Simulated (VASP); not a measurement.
Input of a VASP 6.6.1 run:

Contents of INCAR:

```
  PREC = Accurate
  ENCUT = 500
  EDIFF = 1E-6
  ISMEAR = 0
  SIGMA = 0.15
  LREAL = False
  LASPH = True
  NELM = 120
  ALGO = Normal
  ISIF = 2
  LWAVE = False
  LCHARG = False
  GGA = PE
  NBANDS = 41
  GGA_COMPAT = False
```

Contents of KPOINTS:

```
regular mesh
0
Gamma
  3 2 2
```

File POSCAR:

```
GaBi2Sb3S
1.0
    4.1307972271      0.0000000000      0.0000000000
    0.0000000000      4.6149528400      5.7930552616
    0.0000000000     -4.6149528400      5.7930552616
Ga Sb Bi S
1 3 2 1
Direct
    0.0000000000      1.0509291843      1.0509291843
    0.0000000000      0.6886013475      0.6886013475
    0.0000000000      0.2452533944      0.7108299815
    0.0000000000      0.7108299815      0.2452533944
    0.5000000000      1.0326606162      0.5233322957
    0.5000000000      0.5233322957      1.0326606162
    0.0000000000      0.2483931104      0.2483931104
```

Potentials or basis: VASP PAW PBE potentials, release 64 (Ga_d, Sb, Bi_d, S).

Command:

```bash
$ cat potpaw_PBE.64/Ga_d/POTCAR potpaw_PBE.64/Sb/POTCAR potpaw_PBE.64/Bi_d/POTCAR potpaw_PBE.64/S/POTCAR > POTCAR
$ mpirun -np 1 vasp_std > vasp.out
```

(1) Predict the pressure.

(2) Estimate the band gap on the k mesh.

Answers

(1) 0.1 GPa.

(2) zero (band 32 reaches 5.84 eV, above the bottom of band 33 at 4.97 eV).

Caveat: the k points lie up to 0.51 Å⁻¹ apart; spin-orbit coupling is left out, which moves the levels of the heavy elements.
